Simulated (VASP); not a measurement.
# BeCo (Pm-3m) in VASP: further runs, part 2 of 2

VASP 6.6.1. Earlier steps stand in the parts before.

## 3. Single point, LDA, collinear spin, ferromagnetic start

The input, INCAR:

```
ALGO = Normal
EDIFF = 1E-6
ENCUT = 520
GGA = CA
ISIF = 2
ISMEAR = -1
ISPIN = 2
LASPH = T
LCHARG = T
LELF = T
LMAXMIX = 4
LORBIT = 11
LREAL = F
LVHAR = T
LWAVE = F
MAGMOM = 0 3.2
NBANDS = 16
NELM = 150
PREC = Accurate
SIGMA = 0.1
```

The input, KPOINTS:

```
k-points
0
Gamma
  10 10 10
```

The input, POSCAR:

```
BeCo
1.0
    2.6060000000      0.0000000000      0.0000000000
    0.0000000000      2.6060000000      0.0000000000
    0.0000000000      0.0000000000      2.6060000000
Be Co
1 1
Direct
    0.0000000000      0.0000000000      0.0000000000
    0.5000000000      0.5000000000      0.5000000000
```

Potentials or basis: VASP PAW LDA potentials, release 64 (Be, Co).

Launch:

```sh
> cat potpaw_LDA.64/Be/POTCAR potpaw_LDA.64/Co/POTCAR > POTCAR
> mpirun -np 1 vasp_std > vasp.out
```

It took 25 s on 1 thread of Intel Xeon Platinum 8375C at 2.90GHz (Ice Lake), shared host; peak memory 0.14 GiB.

The run converged. Its results:

```
Free energy                                           : -13.0359 eV
Pressure                                              : -15.1 GPa
Net moment                                            : 0.15 μB per cell
Site moments                                          : Be -0.01; Co +0.15 μB
Valence electrons inside the program's atomic spheres : Be 1.15; Co 8.47
```

Levels at points of the mesh, in eV from the Fermi level:
Spin up:
| k point | band 3 | band 4 | band 5 | band 6 | band 7 | band 8 | band 9 | band 10 |
| --- | --- | --- | --- | --- | --- | --- | --- | --- |
| (0.00, 0.00, 0.00) | -2.70 | -0.08 | -0.08 | -0.08 | 7.60 | 7.60 | 7.60 | 15.30 |
| (0.50, 0.00, 0.00) | -2.22 | -1.27 | -1.27 | 0.02 | 1.31 | 12.30 | 12.30 | 15.54 |
| (0.50, 0.50, 0.00) | -1.24 | -1.24 | -0.81 | -0.81 | 0.54 | 6.34 | 7.16 | 12.32 |
| (0.50, 0.50, 0.50) | -3.83 | 0.58 | 0.58 | 6.70 | 6.70 | 6.70 | 7.25 | 7.25 |
Spin down:
```csv
k point,band 3,band 4,band 5,band 6,band 7,band 8
"(0.00, 0.00, 0.00)",-2.59,0.07,0.07,0.07,7.60,7.60
"(0.50, 0.00, 0.00)",-2.11,-1.14,-1.14,0.17,1.43,12.32
"(0.50, 0.50, 0.00)",-1.23,-1.23,-0.67,-0.67,0.67,6.40
"(0.50, 0.50, 0.50)",-3.74,0.72,0.72,6.72,6.72,6.72
```

## 4. Single point, LDA, collinear spin, ferromagnetic start

INCAR: that of step 3 with these lines changed.

```diff
@@ -2,4 +2,5 @@
 EDIFF = 1E-6
-ENCUT = 520
+ENCUT = 600
 GGA = CA
+GGA_COMPAT = F
 ISIF = 2
@@ -16,4 +17,4 @@
 MAGMOM = 0 3.2
-NBANDS = 16
-NELM = 150
+NBANDS = 20
+NELM = 200
 PREC = Accurate
```

KPOINTS is that of step 3.

POSCAR is that of step 3.

Potentials or basis: VASP PAW LDA potentials, release 64 (Be, Co_sv).

Launch:

```sh
> cat potpaw_LDA.64/Be/POTCAR potpaw_LDA.64/Co_sv/POTCAR > POTCAR
> mpirun -np 1 vasp_std > vasp.out
```

OUTCAR:

```text
EDIFF = 1E-6
   ENCUT = 600
   GGA = CA
   ISIF = 2
   ISMEAR = -1
   ISPIN = 2
   LASPH = T
   LORBIT = 11
   LREAL = F
   NELM = 200
   PREC = Accurate

 ion  position               nearest neighbor table
   1  0.000  0.000  0.000-   2 2.26   2 2.26   2 2.26   2 2.26   2 2.26   2 2.26   2 2.26   2 2.26

   2  0.500  0.500  0.500-   1 2.26   1 2.26   1 2.26   1 2.26   1 2.26   1 2.26   1 2.26   1 2.26

  LATTYP: Found a simple cubic cell.
 ALAT       =     2.6060000000

  Lattice vectors:

 A1 = (   2.6060000000,   0.0000000000,   0.0000000000)
 A2 = (   0.0000000000,   2.6060000000,   0.0000000000)
 A3 = (   0.0000000000,   0.0000000000,   2.6060000000)

Analysis of symmetry for initial positions (statically):
=====================================================================
 Subroutine PRICEL returns:
 Original cell was already a primitive cell.

 Routine SETGRP: Setting up the symmetry group for a
 simple cubic supercell.

 Subroutine GETGRP returns: Found 48 space group operations
[... 751 lines left out ...]
      6       6.8733      1.00000
[... 541 lines left out ...]
     19      35.7196      0.00000
     20      36.4069      0.00000

 [... further k-points ...]

------------------------ aborting loop because EDIFF is reached ----------------------------------------

  FORCE on cell =-STRESS in cart. coord.  units (eV):
  Direction    XX          YY          ZZ          XY          YZ          ZX
  --------------------------------------------------------------------------------------
  -------------------------------------------------------------------------------------
  Total       -1.8682285     -1.8682285     -1.8682285      0.0000000      0.0000000     -0.0000000
  in kB     -169.1287076   -169.1287076   -169.1287076      0.0000000      0.0000000     -0.0000000
  external PRESSURE =    -169.1287076 kB  Pullay stress =       0.0000000 kB

 VOLUME and BASIS-vectors are now :
 -----------------------------------------------------------------------------
  energy-cutoff  :      600.00
  volume of cell :       17.70
      direct lattice vectors                 reciprocal lattice vectors
     2.606000000  0.000000000  0.000000000     0.383729854  0.000000000  0.000000000
     0.000000000  2.606000000  0.000000000     0.000000000  0.383729854  0.000000000
     0.000000000  0.000000000  2.606000000     0.000000000  0.000000000  0.383729854

 POSITION                                       TOTAL-FORCE (eV/Angst)
 -----------------------------------------------------------------------------------
      0.00000      0.00000      0.00000         0.000000      0.000000      0.000000
      1.30300      1.30300      1.30300         0.000000      0.000000      0.000000
 -----------------------------------------------------------------------------------
    total drift:                                0.000000      0.000000     -0.000000

  FREE ENERGIE OF THE ION-ELECTRON SYSTEM (eV)
  ---------------------------------------------------
  free  energy   TOTEN  =       -13.0605422134 eV

  energy  without entropy=      -12.9906486494  energy(sigma->0) =      -13.02559543

 total charge

# of ion       s       p       d       tot
------------------------------------------
    1        0.448   0.709   0.000   1.156
    2        2.238   6.123   6.810  15.171
--------------------------------------------------
tot          2.685   6.831   6.810  16.327

 magnetization (x)

# of ion       s       p       d       tot
------------------------------------------
    1       -0.002  -0.006   0.000  -0.008
    2        0.000   0.001   0.191   0.192
--------------------------------------------------
tot         -0.002  -0.006   0.191   0.184
```

OSZICAR:

```text
N       E                     dE             d eps       ncg     rms          rms(c)
DAV:   1     0.232136925673E+03    0.23214E+03   -0.12206E+04  5828   0.286E+03
DAV:   2    -0.648887434317E+01   -0.23863E+03   -0.22593E+03  6632   0.690E+02
DAV:   3    -0.151927078496E+02   -0.87038E+01   -0.86054E+01  6216   0.119E+02
DAV:   4    -0.152988335751E+02   -0.10613E+00   -0.10608E+00  5720   0.108E+01
DAV:   5    -0.153026676429E+02   -0.38341E-02   -0.38340E-02  5976   0.207E+00    0.210E+01
DAV:   6    -0.181356999386E+02   -0.28330E+01   -0.26112E+01  5372   0.148E+02    0.313E+01
DAV:   7    -0.130587460137E+02    0.50770E+01   -0.17462E+01  5240   0.882E+01    0.399E+00
DAV:   8    -0.130634152533E+02   -0.46692E-02   -0.12055E-01  5416   0.351E+00    0.271E+00
DAV:   9    -0.130568024866E+02    0.66128E-02   -0.11044E-02  6400   0.231E+00    0.141E+00
DAV:  10    -0.130603453087E+02   -0.35428E-02   -0.20660E-03  6596   0.777E-01    0.255E-01
DAV:  11    -0.130604594495E+02   -0.11414E-03   -0.14698E-04  5840   0.142E-01    0.902E-02
DAV:  12    -0.130604817386E+02   -0.22289E-04   -0.38875E-05  6560   0.146E-01    0.521E-02
DAV:  13    -0.130605058060E+02   -0.24067E-04   -0.25255E-05  6460   0.127E-01    0.450E-02
DAV:  14    -0.130605163347E+02   -0.10529E-04   -0.50500E-06  5940   0.443E-02    0.341E-02
DAV:  15    -0.130605295203E+02   -0.13186E-04   -0.13081E-05  6028   0.756E-02    0.232E-02
DAV:  16    -0.130605366291E+02   -0.71087E-05   -0.84773E-06  6720   0.562E-02    0.151E-02
DAV:  17    -0.130605412225E+02   -0.45935E-05   -0.11436E-05  5808   0.713E-02    0.605E-03
DAV:  18    -0.130605422134E+02   -0.99087E-06   -0.43037E-06  5360   0.405E-02
   1 F= -.13060542E+02 E0= -.13025595E+02  d E =-.698936E-01  mag=     0.1857
```

Run time: 56 s. Hardware: 1 thread of AMD EPYC 9R14 (Zen 4), shared host; peak memory 0.13 GiB.

Results:

```yaml
Free_energy: -13.0605 eV
Pressure: -16.9 GPa
Net_moment: 0.19 μB per cell
Site_moments: Be -0.01; Co +0.19 μB
Valence_electrons_inside_the_program's_atomic_spheres: Be 1.16; Co 15.17
```
